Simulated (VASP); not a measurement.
Wanted: the native input for a VASP 6.6.1 run.

```yaml
Task: single point
Functional: r2SCAN
Potentials_or_basis: VASP PAW PBE potentials, release 64 (In_d, Ga_d, As)
Cutoff: 520 eV
k_mesh: 8 × 8 × 6
Occupations: gaussian, width 0.01 eV
Spin: no spin polarisation
Dipole_correction: no
Further_INCAR_settings: ALGO = Normal; EDIFF = 1e-06; NBANDS = 26
```

Crystal: InGaAs2.

```xyz
4
Lattice="4.0287 0.0000 0.0000 0.0000 4.0287 0.0000 0.0000 0.0000 6.0289" Properties=species:S:1:pos:R:3 pbc="T T T"
In    0.0000    0.0000    3.0145
Ga    2.0143    2.0143    0.0000
As    2.0143    0.0000    4.6422
As    0.0000    2.0143    1.3867
```

This cell differs from its parent crystal: biaxial strain in the a-b plane: -3.0 %.

One way to write it, as run:

POSCAR

```
InGaAs2
1.0
    4.0286837021      0.0000000000      0.0000000000
    0.0000000000      4.0286837021      0.0000000000
    0.0000000000      0.0000000000      6.0289040767
In Ga As
1 1 2
Direct
    0.0000000000      0.0000000000      0.5000000000
    0.5000000000      0.5000000000      0.0000000000
    0.5000000000      0.0000000000      0.7699837337
    0.0000000000      0.5000000000      0.2300162663
```

INCAR.step1

```
ALGO = Normal
EDIFF = 1E-4
ENCUT = 520
GGA = PE
ISMEAR = 0
LASPH = T
LCHARG = F
LREAL = F
LWAVE = T
NBANDS = 26
NELM = 100
PREC = Accurate
SIGMA = 0.01
```

INCAR.step2

```
ALGO = Normal
EDIFF = 1E-6
ENCUT = 520
ISIF = 2
ISMEAR = 0
ISTART = 1
LASPH = T
LCHARG = F
LMIXTAU = T
LREAL = F
LWAVE = F
METAGGA = R2SCAN
NBANDS = 26
NELM = 100
PREC = Accurate
SIGMA = 0.01
```

KPOINTS

```
k-points
0
Gamma
  8 8 6
```

Potentials or basis: VASP PAW PBE potentials, release 64 (In_d, Ga_d, As).

Launch:

```bash
$ cat potpaw_PBE.64/In_d/POTCAR potpaw_PBE.64/Ga_d/POTCAR potpaw_PBE.64/As/POTCAR > POTCAR
$ cp INCAR.step1 INCAR
$ mpirun -np 1 vasp_std > vasp.out
$ cp INCAR.step2 INCAR
$ mpirun -np 1 vasp_std > vasp.out
```

It gave:

```
Pressure               : 3.0 GPa
Largest force          : 0.018 eV/Å
Band gap on the k mesh : 0.46 eV
```

Caveat: the cell differs from its parent crystal (biaxial strain in the a-b plane: -3.0 %); semilocal functionals underestimate gaps, and a narrow one can read as zero; the PAW data sets were made with another functional, which shifts forces and pressure a little; spin-orbit coupling is left out, which moves the levels of the heavy elements.

Run time: 3.9 min on 1 thread of Intel(R) Xeon(R) 6975P-C (Granite Rapids), with other jobs on the host, peak memory 0.32 GiB.
